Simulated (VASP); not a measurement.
Wanted: the native input for a VASP 6.6.1 run.

| Quantity | Value |
| --- | --- |
| Task | single point |
| Functional | PBE |
| Potentials or basis | VASP PAW PBE potentials, release 64 (Zr_sv, Sc_sv, F) |
| Cutoff | 520 eV |
| k mesh | 6 × 6 × 2 |
| Occupations | gaussian, width 0.1 eV |
| Spin | no spin polarisation |
| Dipole correction | no |
| Further INCAR settings | ALGO = Normal; EDIFF = 1e-06; NBANDS = 38 |

The structure of ZrSc3F2 lies in POSCAR:

```
ZrSc3F2
1.0
    3.9689928100      0.0000000000      0.0000000000
   -1.9844964000      3.4372486000      0.0000000000
    0.0000000000      0.0000000000      7.6977031000
Zr Sc F
1 3 2
Direct
    0.0000000000      0.0000000000      0.0000000000
    0.3333333300      0.6666666700      0.0000000000
    0.6666666700      0.3333333300      0.0000000000
    0.0000000000      0.0000000000      0.5000000000
    0.0000000000      0.0000000000      0.7876002800
    0.0000000000      0.0000000000      0.2123997200
```

The cell was generated, and may not be a known phase.

One way to write it, as run:

INCAR

```
SYSTEM = ZrSc3F2
PREC = Accurate ; ENCUT = 520
EDIFF = 1E-6 ; ISMEAR = 0
SIGMA = 0.1 ; LREAL = .FALSE.
LASPH = .TRUE. ; NELM = 80
ALGO = Normal ; ISIF = 2
LWAVE = .FALSE. ; LCHARG = .FALSE.
GGA = PE ; NBANDS = 38
```

KPOINTS

```
regular mesh
0
G
  6 6 2
  0 0 0
```

Potentials or basis: VASP PAW PBE potentials, release 64 (Zr_sv, Sc_sv, F).

Launch:

```sh
$ cat potpaw_PBE.64/Zr_sv/POTCAR potpaw_PBE.64/Sc_sv/POTCAR potpaw_PBE.64/F/POTCAR > POTCAR
$ mpirun -np 1 vasp_std > vasp.out
```

It gave:

```yaml
Pressure: 73.1 GPa
Largest_force: 23.094 eV/Å
Band_gap_on_the_k_mesh: zero (an odd number of electrons rules out a gap without spin polarisation)
```

Caveat: the k points lie up to 0.41 Å⁻¹ apart, too coarse for converged energies and pressures of a metal; forces of over 1 eV/Å act on the atoms, so gaps and moduli don't describe the material at rest.

Run time: 2.3 min on 1 thread of Oxide Virtual Turin-like Processor (shared host), peak memory 0.21 GiB.
